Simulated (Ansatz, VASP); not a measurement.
# MgSe in VASP and in Ansatz

INCAR

```
SYSTEM = MgSe
PREC = Accurate
ENCUT = 600
EDIFF = 1E-6
ISMEAR = 0
SIGMA = 0.05
LREAL = .FALSE.
LASPH = .TRUE.
NELM = 120
ALGO = Normal
ISIF = 2
LWAVE = .FALSE.
LCHARG = .FALSE.
GGA = B5
ALDAX = 1.0
AGGAX = 1.0
AGGAC = 1.0
ALDAC = 0.0
IVDW = 12
VDW_S6 = 1.0
VDW_S8 = 2.6996
VDW_A1 = 0.4298
VDW_A2 = 4.2359
NBANDS = 11
GGA_COMPAT = .FALSE.
```

Contents of KPOINTS:

```
Automatic mesh
0
G
  8 8 8
  0 0 0
```

File POSCAR:

```
MgSe
1.0
    0.0000000000      2.6747986890      2.6747986890
    2.6747986890      0.0000000000      2.6747986890
    2.6747986890      2.6747986890      0.0000000000
Mg Se
1 1
Direct
    0.0000000000      0.0000000000      0.0000000000
    0.5000000000      0.5000000000      0.5000000000
```

Input for Ansatz:

```yaml
crystal:
  lattice:
    - [0.0, 2.674798689, 2.674798689]
    - [2.674798689, 0.0, 2.674798689]
    - [2.674798689, 2.674798689, 0.0]
  atoms:
    - { symbol: Mg, position: [0.0, 0.0, 0.0] }
    - { symbol: Se, position: [0.5, 0.5, 0.5] }
basis:
  ecutwfc: 420
  ecutrho_ratio: 4
kpoints:
  mp_grid: { grid: [8, 8, 8] }
hamiltonian:
  xc: blyp
  dispersion: d3bj
scf:
  occupations: { method: gaussian, width: 0.05 }
output:
  forces: true
  stress: true
  eigenvalues: true
```

Alike in both runs: task single point; functional BLYP; dispersion D3(BJ); k mesh 8 × 8 × 8; occupations gaussian, width 0.05 eV; no spin polarisation.

|  | VASP | Ansatz |
| --- | --- | --- |
| version | VASP 6.6.1 | Ansatz 0.2.0 |
| potentials or method | VASP PAW PBE potentials, release 64 (Mg, Se), cutoff 600 eV | scalar-relativistic, plane waves, PAW |
| valence electrons in the cell | 8 | 26 |

```csv
,VASP,Ansatz,Ansatz less VASP
gap on the k mesh at the Fermi level (eV),1.97,1.99,+0.019
least direct gap on the mesh (eV),3.18,3.15,-0.025
pressure (GPa),1.6,1.5,-0.08
```

VASP's potentials were made for PBE, not for BLYP. VASP's potentials hold 8 valence electrons a cell and Ansatz's 26, so a difference there can come from the potentials and not from the codes.
